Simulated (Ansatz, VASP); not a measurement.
**Ga2PN in VASP and in Ansatz**

```
Ga P N
1.0
     3.83630    0.00000    0.00000
    -1.91815    3.32233    0.00000
     0.00000    0.00000    4.98181
Ga P N
2 1 1
Cartesian
  1.9181 1.1074 3.7115
  1.9181 1.1074 1.2703
  0.0000 2.2149 2.4909
  0.0000 0.0000 0.0000
```

Change from the starting cell: species swapped into the BiSbPt2 type (P-6m2, No. 187).

Alike in both runs: task relaxation of cell and atoms; functional PBE; k mesh 6 × 6 × 4; occupations gaussian, width 0.1 eV; no spin polarisation.

|  | VASP | Ansatz |
| --- | --- | --- |
| version | VASP 6.6.1 | Ansatz 0.2.0 |
| potentials or method | VASP PAW PBE potentials, release 64 (Ga_d, P, N), cutoff 600 eV | scalar-relativistic, plane waves, PAW |
| valence electrons in the cell | 36 | 36 |

```tsv
	VASP	Ansatz	Ansatz less VASP
gap on the k mesh at the Fermi level, each at its own relaxed structure (eV)	none	none	-
relaxed volume (Å³/atom)	13.53	13.54	+0.003
relaxed cell length with the largest relative difference (Å)	5.974	5.953	-0.0206
```

A gap of «none» marks a metal or a gap that the smearing closes.
